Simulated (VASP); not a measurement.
The system is Pd.

```
CELL_PARAMETERS angstrom
0.00000 1.94650 1.94650
1.94650 0.00000 1.94650
1.94650 1.94650 0.00000
ATOMIC_POSITIONS crystal
Pd 0.00000 0.00000 0.00000
```

| Item | Value |
| --- | --- |
| Program | VASP 6.6.1 |
| Task | relaxation of cell and atoms |
| Functional | LDA |
| Potentials or basis | VASP PAW LDA potentials, release 64 (Pd) |
| Cutoff | 500 eV |
| k mesh | 8 × 8 × 8 |
| Occupations | fermi-dirac, width 0.1 eV |
| Spin | no spin polarisation |

At the start: pressure -7.1 GPa; volume 14.75 Å³/atom.

Task: Where does the relaxation end?

Result: Over 3 steps the energy falls by 11.8 meV/atom and the volume is 14.25 Å³/atom (-3.4 %); space group Fm-3m (No. 225, to 0.1 Å) before and after.

Step by step:
```
step  energy change (eV)  largest force (eV/Å)  pressure (GPa)  volume (Å³)
   1              0.0000                0.0000           -7.13        14.75
   2              0.0278                0.0000           16.01        13.39
   3             -0.0118                0.0000           -0.15        14.25
```

Final structure:
```yaml
crystal:
  lattice:
    - [0.00000, 1.92415, 1.92415]
    - [1.92415, 0.00000, 1.92415]
    - [1.92415, 1.92415, 0.00000]
  atoms:
    - { symbol: Pd, position: [0.00000, 0.00000, 0.00000] }
```
